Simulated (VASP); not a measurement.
A run of VASP 6.6.1 is set up as follows.

Contents of INCAR:

```
SYSTEM = LaB6
  PREC = Accurate
  ENCUT = 520
  EDIFF = 1E-7
  ISMEAR = 0
  SIGMA = 0.05
  LREAL = .False.
  LASPH = .True.
  NELM = 60
  ALGO = Normal
  ISIF = 2
  LWAVE = .False.
  LCHARG = .False.
  GGA = PE
  NBANDS = 24
```

File KPOINTS:

```
Automatic mesh
0
Gamma
  6 6 6
  0 0 0
```

File POSCAR:

```
LaB6
1.0
    4.1569950254      0.0000000000      0.0000000000
    0.0000000000      4.1569950254      0.0000000000
    0.0000000000      0.0000000000      4.1569950254
La B
1 6
Direct
    0.0000000000      0.0000000000      0.0000000000
    0.1997467300      0.5000000000      0.5000000000
    0.8002532700      0.5000000000      0.5000000000
    0.5000000000      0.5000000000      0.1997467300
    0.5000000000      0.5000000000      0.8002532700
    0.5000000000      0.1997467300      0.5000000000
    0.5000000000      0.8002532700      0.5000000000
```

Potentials or basis: VASP PAW PBE potentials, release 64 (La, B).

Launch:

```console
$ cat potpaw_PBE.64/La/POTCAR potpaw_PBE.64/B/POTCAR > POTCAR
$ mpirun -np 1 vasp_std > vasp.out
```

(1) Predict the band gap on the k mesh.

(2) Predict the largest force.

Answers

(1) zero (an odd number of electrons rules out a gap without spin polarisation).

(2) 0.018 eV/Å.

Caveat: spin-orbit coupling is left out, which moves the levels of the heavy elements.
